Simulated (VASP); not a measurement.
Set up this calculation in VASP 6.6.1, as the native input.

```
Task                   : single point
Functional             : PBE
Potentials or basis    : VASP PAW PBE potentials, release 64 (Ir)
Cutoff                 : 520 eV
k mesh                 : 6 × 6 × 6
Occupations            : gaussian, width 0.1 eV
Spin                   : no spin polarisation
Dipole correction      : no
Further INCAR settings : ALGO = Normal; EDIFF = 1e-06; NBANDS = 16
```

The structure of Ir lies in POSCAR:

```
Ir
1.0
    0.0000000000      2.5380291931      2.5380291931
    2.5380291931      0.0000000000      2.5380291931
    2.5380291931      2.5380291931      0.0000000000
Ir
2
Direct
    0.5000000000      0.5000000000      0.5000000000
    0.7500000000      0.7500000000      0.7500000000
```

The input as run:

INCAR

```
PREC = Accurate ; ENCUT = 520
EDIFF = 1E-6 ; ISMEAR = 0
SIGMA = 0.1 ; LREAL = False
LASPH = True ; NELM = 80
ALGO = Normal ; ISIF = 2
LWAVE = False ; LCHARG = True
GGA = PE ; LELF = True
LVHAR = True ; NBANDS = 16
```

KPOINTS

```
Automatic mesh
0
Gamma
  6 6 6
```

Potentials or basis: VASP PAW PBE potentials, release 64 (Ir).

The run is started by

```sh
$ cat potpaw_PBE.64/Ir/POTCAR > POTCAR
$ mpirun -np 1 vasp_std > vasp.out
```

Results of the run:

The pressure is 95.8 GPa and the band gap on the k mesh is zero (band 9 reaches 10.45 eV, above the bottom of band 10 at 8.37 eV).

Caveat: spin-orbit coupling is left out, which moves the levels of the heavy elements.

Run time: 20 s on 1 thread of AMD EPYC 7R13, with other jobs on the host, peak memory 0.13 GiB.
